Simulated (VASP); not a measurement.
## La2Zr3O: single point with PBE

La2Zr3O:

```
CELL_PARAMETERS angstrom
5.54560 0.00000 0.00000
-2.77280 4.80263 0.00000
0.00000 0.00000 6.18149
ATOMIC_POSITIONS crystal
La 0.33333 0.66667 0.00000
La 0.66667 0.33333 0.00000
Zr 0.50000 0.00000 0.50000
Zr 0.50000 0.50000 0.50000
Zr 0.00000 0.50000 0.50000
O 0.00000 0.00000 0.00000
```

- Program: VASP 6.6.1
- Task: single point
- Functional: PBE
- Potentials or basis: VASP PAW PBE potentials, release 64 (La, Zr_sv, O)
- Cutoff: 520 eV
- k mesh: 3 × 3 × 6
- Occupations: gaussian, width 0.1 eV
- Spin: no spin polarisation

The pressure is 0.0 GPa. The band gap on the k mesh is zero (band 32 reaches 6.86 eV, above the bottom of band 33 at 6.54 eV).

Stress tensor (GPa, compression positive):
```
-0.01  0.00  0.00
 0.00 -0.01  0.00
 0.00  0.00  0.11
```

Levels at points of the mesh, in eV from the Fermi level:
```tsv
k point	band 30	band 31	band 32	band 33	band 34	band 35
(0.00, 0.00, 0.00)	-1.05	-0.57	-0.57	0.11	0.11	0.66
(0.00, 0.00, 0.50)	-0.67	-0.67	-0.62	0.08	0.08	0.40
```

Wall time 69 s on 1 thread of AMD EPYC 9R45 96-Core Processor (Zen 5) (shared host), peak memory 0.3 GiB.

Caveat: the k points lie up to 0.44 Å⁻¹ apart; spin-orbit coupling is left out, which moves the levels of the heavy elements.
